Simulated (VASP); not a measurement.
Write the native input for VASP 6.6.1 that does the following.

- Task: electric field gradients
- Functional: PBE
- Potentials or basis: VASP PAW PBE potentials, release 64 (Pt)
- Cutoff: 520 eV
- k mesh: 18 × 18 × 18
- Occupations: fermi-dirac, width 0.03 eV
- Spin: no spin polarisation
- Dipole correction: no
- Further INCAR settings: ALGO = Normal; EDIFF = 1e-08; NBANDS = 11

The structure of Pt lies in POSCAR:

```
Pt
1.0
    0.0000000000      1.9447593356      1.9447593356
    1.9447593356      0.0000000000      1.9447593356
    1.9447593356      1.9447593356      0.0000000000
Pt
1
Direct
    0.0000000000      0.0000000000      0.0000000000
```

This cell differs from its parent crystal: volume scaled by 0.98.

These files were run (other wordings do the same):

INCAR

```
SYSTEM = Pt
PREC = Accurate
ENCUT = 520
EDIFF = 1E-8
ISMEAR = -1
SIGMA = 0.03
LREAL = .False.
LASPH = .True.
NELM = 100
ALGO = Normal
ISIF = 2
LWAVE = .False.
LCHARG = .False.
GGA = PE
LEFG = .True.
NBANDS = 11
```

KPOINTS

```
Automatic mesh
0
Gamma
  18 18 18
  0 0 0
```

Potentials or basis: VASP PAW PBE potentials, release 64 (Pt).

Launch:

```sh
$ cat potpaw_PBE.64/Pt/POTCAR > POTCAR
$ mpirun -np 1 vasp_std > vasp.out
```

It gave:

The pressure is 17.4 GPa and the band gap on the k mesh is zero (band 5 reaches 12.27 eV, above the bottom of band 6 at 9.94 eV).

Caveat: without QUAD_EFG the Cq values of the log hold for a quadrupole moment of 1 mb, not for the nuclei; spin-orbit coupling is left out, which moves the levels of the heavy elements.

It took 26 s on 1 thread of AMD EPYC 9R45 (Zen 5), with other jobs on the host, peak memory 0.11 GiB.
